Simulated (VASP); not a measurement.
# Au (P6_3/mmc) in VASP: further runs, part 2 of 2

VASP 6.6.1. The steps go on from the part before.

### 3 Vibrations by perturbation theory, PBEsol (17.38 Å³/atom)

This run uses another cell than the first one, of 17.38 Å³/atom.

INCAR

```
  PREC = Accurate
  ENCUT = 500
  EDIFF = 1E-8
  ISMEAR = -1
  SIGMA = 0.15
  LREAL = False
  LASPH = True
  NELM = 120
  ALGO = Normal
  ISIF = 2
  LWAVE = False
  LCHARG = False
  GGA = PS
  NBANDS = 18
  IBRION = 8
  NSW = 1
  GGA_COMPAT = False
```

KPOINTS

```
regular mesh
0
Gamma
  18 18 10
```

POSCAR

```
Au
1.0
    2.8803538825      0.0000000000      0.0000000000
   -1.4401769412      2.4944596341      0.0000000000
    0.0000000000      0.0000000000      4.8372788332
Au
2
Direct
    0.3333333333      0.6666666667      0.7500000000
    0.6666666667      0.3333333333      0.2500000000
```

Potentials or basis: VASP PAW PBE potentials, release 64 (Au).

The run is started by

```console
$ cat potpaw_PBE.64/Au/POTCAR > POTCAR
$ mpirun -np 1 vasp_std > vasp.out
```

OUTCAR:

```text
PREC = Accurate
   ENCUT = 500
   EDIFF = 1E-8
   ISMEAR = -1
   LREAL = False
   LASPH = True
   NELM = 120
   ISIF = 2
   GGA = PS
   IBRION = 8
   NSW = 1

 ion  position               nearest neighbor table
   1  0.333  0.667  0.750-   2 2.94   2 2.94   2 2.94   2 2.94   2 2.94   2 2.94
   2  0.667  0.333  0.250-   1 2.94   1 2.94   1 2.94   1 2.94   1 2.94   1 2.94

  LATTYP: Found a hexagonal cell.
 ALAT       =     2.8803538825
 C/A-ratio  =     1.6794043477

  Lattice vectors:

 A1 = (   2.8803538825,   0.0000000000,   0.0000000000)
 A2 = (  -1.4401769412,   2.4944596341,   0.0000000000)
 A3 = (   0.0000000000,   0.0000000000,   4.8372788332)

Analysis of symmetry for initial positions (statically):
=====================================================================
 Subroutine PRICEL returns:
 Original cell was already a primitive cell.

 Routine SETGRP: Setting up the symmetry group for a
 hexagonal supercell.

 Subroutine GETGRP returns: Found 24 space group operations
 (whereof 12 operations were pure point group operations)
 out of a pool of 24 trial point group operations.

The static configuration has the point symmetry D_3d.
 The point group associated with its full space group is D_6h.

Analysis of symmetry for dynamics (positions and initial velocities):
=====================================================================
 Subroutine PRICEL returns:
 Original cell was already a primitive cell.

 Routine SETGRP: Setting up the symmetry group for a
 hexagonal supercell.

 Subroutine GETGRP returns: Found 24 space group operations
 (whereof 12 operations were pure point group operations)
 out of a pool of 24 trial point group operations.

The dynamic configuration has the point symmetry D_3d.
 The point group associated with its full space group is D_6h.

 Subroutine INISYM returns: Found 24 space group operations
 (whereof 12 operations are pure point group operations),
 and found     1 'primitive' translations

----------------------------------------------------------------------------------------

                                     Primitive cell

  volume of cell :      34.7555

  direct lattice vectors                    reciprocal lattice vectors
     2.880353883  0.000000000  0.000000000     0.347179562  0.200444214  0.000000000
    -1.440176941  2.494459634  0.000000000     0.000000000  0.400888427  0.000000000
     0.000000000  0.000000000  4.837278833     0.000000000  0.000000000  0.206727798

  length of vectors
     2.880353883  2.880353882  4.837278833     0.400888427  0.400888427  0.206727798

  position of ions in fractional coordinates (direct lattice)
     0.333333333  0.666666667  0.750000000
     0.666666667  0.333333333  0.250000000

  ion indices of the primitive-cell ions
[... 635 lines left out ...]

 [... further k-points ...]

------------------------ aborting loop because EDIFF is reached ----------------------------------------

  FORCE on cell =-STRESS in cart. coord.  units (eV):
  Direction    XX          YY          ZZ          XY          YZ          ZX
  --------------------------------------------------------------------------------------
  -------------------------------------------------------------------------------------
  Total       -0.7496672     -0.7496672     -0.7547168     -0.0000000      0.0000000     -0.0000000
  in kB      -34.5585581    -34.5585581    -34.7913383     -0.0000000      0.0000000     -0.0000000
  external PRESSURE =     -34.6361515 kB  Pullay stress =       0.0000000 kB

 VOLUME and BASIS-vectors are now :
 -----------------------------------------------------------------------------
  energy-cutoff  :      500.00
  volume of cell :       34.76
      direct lattice vectors                 reciprocal lattice vectors
     2.880353883  0.000000000  0.000000000     0.347179562  0.200444214  0.000000000
    -1.440176941  2.494459634  0.000000000     0.000000000  0.400888427  0.000000000
     0.000000000  0.000000000  4.837278833     0.000000000  0.000000000  0.206727798

 POSITION                                       TOTAL-FORCE (eV/Angst)
 -----------------------------------------------------------------------------------
     -0.00000      1.66297      3.62796        -0.000000      0.000000      0.000000
      1.44018      0.83149      1.20932         0.000000     -0.000000      0.000000
 -----------------------------------------------------------------------------------
    total drift:                               -0.000000      0.000000     -0.000000

  FREE ENERGIE OF THE ION-ELECTRON SYSTEM (eV)
  ---------------------------------------------------
  free  energy   TOTEN  =        -7.8472034390 eV

  energy  without entropy=       -7.7995445715  energy(sigma->0) =       -7.82337401

[... ionic steps 2 to 3 ...]

--------------------------------------- Ionic step        4  -------------------------------------------

------------------------ aborting loop because EDIFF is reached ----------------------------------------

[... ionic steps 5 to 5 ...]

--------------------------------------- Ionic step        6  -------------------------------------------

 Free energy of the ion-electron system (eV)
  ---------------------------------------------------
  ---------------------------------------------------
  free energy    TOTEN  =        -0.31369899 eV

  energy without entropy =       -0.31369899

------------------------ aborting loop because EDIFF is reached ----------------------------------------

 INTERNAL STRAIN TENSOR  FOR ION    1  DIRECTION 3   (eV/Angst):
 -----------------------------------------------------------------------------
     0.01083  0.00000  0.00000
     0.00000  0.01083 -0.00000
     0.00000  0.00000 -0.01303

 INTERNAL STRAIN TENSOR FOR ION    2 for displacements in x,y,z  (eV/Angst):
          X           Y           Z          XY          YZ          ZX
  --------------------------------------------------------------------------------
  x     0.00000    -0.00000    -0.00000     0.36389     0.00000     0.00000
  y     0.36389    -0.36389     0.00000    -0.00000     0.00000     0.00000
  z    -0.00000     0.00000     0.00000     0.00000    -0.00000     0.00000

 SECOND DERIVATIVES (NOT SYMMETRIZED)
 ------------------------------------
               1X          1Y          1Z          2X          2Y          2Z
  1X    -0.477414   -0.000000    0.000000    0.477414    0.000000    0.000000
  1Y    -0.000000   -0.477414    0.000000    0.000000    0.477414    0.000000
  1Z     0.000000   -0.000000   -6.722844    0.000000    0.000000    6.722844
  2X     0.477414    0.000000    0.000000   -0.477414   -0.000000    0.000000
  2Y     0.000000    0.477414    0.000000   -0.000000   -0.477414    0.000000
  2Z     0.000000    0.000000    6.722844    0.000000   -0.000000   -6.722844

 Eigenvectors and eigenvalues of the dynamical matrix
 ----------------------------------------------------

   1 f  =    4.084572 THz    25.664126 2PiTHz  136.246672 cm-1    16.892427 meV
             X         Y         Z           dx          dy          dz
     -0.000000  1.662973  3.627959     0.000000    0.000000    0.707107
      1.440177  0.831487  1.209320     0.000000    0.000000   -0.707107
[... 11 lines left out ...]
   4 f  =    0.000000 THz     0.000000 2PiTHz    0.000001 cm-1     0.000000 meV
             X         Y         Z           dx          dy          dz
     -0.000000  1.662973  3.627959    -0.002073   -0.077557   -0.702838
      1.440177  0.831487  1.209320    -0.002073   -0.077557   -0.702838

   5 f/i=    0.000000 THz     0.000000 2PiTHz    0.000000 cm-1     0.000000 meV
             X         Y         Z           dx          dy          dz
     -0.000000  1.662973  3.627959     0.703916    0.066434   -0.009407
      1.440177  0.831487  1.209320     0.703916    0.066434   -0.009407

   6 f/i=    0.000000 THz     0.000000 2PiTHz    0.000001 cm-1     0.000000 meV
             X         Y         Z           dx          dy          dz
     -0.000000  1.662973  3.627959    -0.067065    0.699694   -0.077012
      1.440177  0.831487  1.209320    -0.067065    0.699694   -0.077012

--------------------------------------------------------------------------------------------------------

 ELASTIC MODULI CONTR FROM IONIC RELAXATION (kBar)
 Direction    XX          YY          ZZ          XY          YZ          ZX
 --------------------------------------------------------------------------------
 XX         -12.7859     12.7859      0.0000     -0.0000     -0.0000      0.0000
 YY          12.7859    -12.7859      0.0000     -0.0000      0.0000      0.0000
 ZZ           0.0000      0.0000     -0.0000      0.0000      0.0000      0.0000
 XY          -0.0000     -0.0000      0.0000    -12.7859     -0.0000      0.0000
 YZ          -0.0000      0.0000      0.0000     -0.0000     -0.0000      0.0000
 ZX           0.0000      0.0000      0.0000      0.0000      0.0000      0.0000
 --------------------------------------------------------------------------------
```

OSZICAR:

```text
N       E                     dE             d eps       ncg     rms          rms(c)
DAV:   1     0.118856351826E+03    0.11886E+03   -0.11442E+04  8008   0.115E+03
DAV:   2    -0.648622575406E+01   -0.12534E+03   -0.11963E+03  8434   0.256E+02
DAV:   3    -0.852401368340E+01   -0.20378E+01   -0.20261E+01  9470   0.328E+01
DAV:   4    -0.853263746972E+01   -0.86238E-02   -0.86229E-02  8790   0.224E+00
[... 41 lines left out ...]
RMM:  10    -0.313698822221E+00   -0.36742E-06    0.10846E-06 21315   0.693E-05    0.255E-05
RMM:  11    -0.313699013083E+00   -0.19086E-06    0.11487E-06 20865   0.608E-05    0.303E-06
RMM:  12    -0.313699002204E+00    0.10879E-07    0.11064E-06 21187   0.265E-05    0.879E-07
RMM:  13    -0.313698992769E+00    0.94350E-08    0.11445E-06 18432   0.172E-05    0.481E-07
RMM:  14    -0.313698992958E+00   -0.18886E-09    0.11476E-06 14199   0.159E-05    0.377E-08
 Linear response finished
```

Run time: 28 min. Hardware: 1 thread of AMD EPYC 7R43 (Zen 3), shared host; peak memory 1 GiB.

Results:

- Highest phonon frequency at Γ: 136 cm⁻¹

Phonon frequencies in cm⁻¹ (negative: imaginary):
```
              q point      frequencies
(0.000, 0.000, 0.000)  0 0 0 36 36 136
```

Caveat: the cell stands under pressure or tension, which shifts response properties; the PAW data sets were made with another functional, which shifts forces and pressure a little; spin-orbit coupling is left out, which moves the levels of the heavy elements.
